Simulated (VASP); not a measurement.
Wanted: the native input for a VASP 6.6.1 run.

- Task: single point
- Functional: r2SCAN
- Potentials or basis: VASP PAW PBE potentials, release 64 (Si, C)
- Cutoff: 520 eV
- k mesh: 12 × 12 × 12
- Occupations: gaussian, width 0.05 eV
- Spin: no spin polarisation
- Dipole correction: no
- Further INCAR settings: ALGO = Normal; EDIFF = 1e-07; NBANDS = 11

SiC:

```
CELL_PARAMETERS angstrom
0.52992 2.46866 2.46866
2.46866 0.52992 2.46866
2.46866 2.46866 0.52992
ATOMIC_POSITIONS crystal
Si 0.00000 0.00000 0.00000
C 0.75000 0.75000 0.75000
```

This cell differs from its parent crystal: ratio of the length along [111] to the lengths across it x 1.41, volume and fractional coordinates fixed.

The input as run:

POSCAR

```
SiC
1.0
    0.5299225898      2.4686637718      2.4686637718
    2.4686637718      0.5299225898      2.4686637718
    2.4686637718      2.4686637718      0.5299225898
Si C
1 1
Direct
    0.0000000000      0.0000000000      0.0000000000
    0.7500000000      0.7500000000      0.7500000000
```

INCAR.step1

```
ALGO     = Normal         # electronic algorithm
EDIFF    = 1E-4           # SCF threshold, eV
ENCUT    = 520            # plane-wave cutoff, eV
GGA      = PE             # functional
ISMEAR   = 0              # smearing method
LASPH    = True           # aspherical terms in the spheres
LCHARG   = False          # write CHGCAR
LREAL    = False          # projectors in reciprocal space
LWAVE    = True           # write WAVECAR
NBANDS   = 11             # bands
NELM     = 80             # most SCF steps
PREC     = Accurate       # precision mode
SIGMA    = 0.05           # smearing width, eV
```

INCAR.step2

```
ALGO     = Normal         # electronic algorithm
EDIFF    = 1E-7           # SCF threshold, eV
ENCUT    = 520            # plane-wave cutoff, eV
ISIF     = 2              # what is computed and relaxed
ISMEAR   = 0              # smearing method
ISTART   = 1            
LASPH    = True           # aspherical terms in the spheres
LCHARG   = False          # write CHGCAR
LMIXTAU  = True         
LREAL    = False          # projectors in reciprocal space
LWAVE    = False          # write WAVECAR
METAGGA  = R2SCAN         # meta-GGA
NBANDS   = 11             # bands
NELM     = 80             # most SCF steps
PREC     = Accurate       # precision mode
SIGMA    = 0.05           # smearing width, eV
```

KPOINTS

```
k-points
0
Gamma
  12 12 12
```

Potentials or basis: VASP PAW PBE potentials, release 64 (Si, C).

Run with:

```sh
$ cat potpaw_PBE.64/Si/POTCAR potpaw_PBE.64/C/POTCAR > POTCAR
$ cp INCAR.step1 INCAR
$ mpirun -np 1 vasp_std > vasp.out
$ cp INCAR.step2 INCAR
$ mpirun -np 1 vasp_std > vasp.out
```

It gave:

```yaml
Pressure: 31.8 GPa
Largest_force: 0.350 eV/Å
Band_gap_on_the_k_mesh: zero (band 4 reaches 9.21 eV, above the bottom of band 5 at 8.45 eV)
```

Caveat: the PAW data sets were made with another functional, which shifts forces and pressure a little.

Run time: 2.5 min on 1 thread of Intel(R) Xeon(R) Platinum 8488C (Sapphire Rapids) (shared host), peak memory 0.18 GiB.
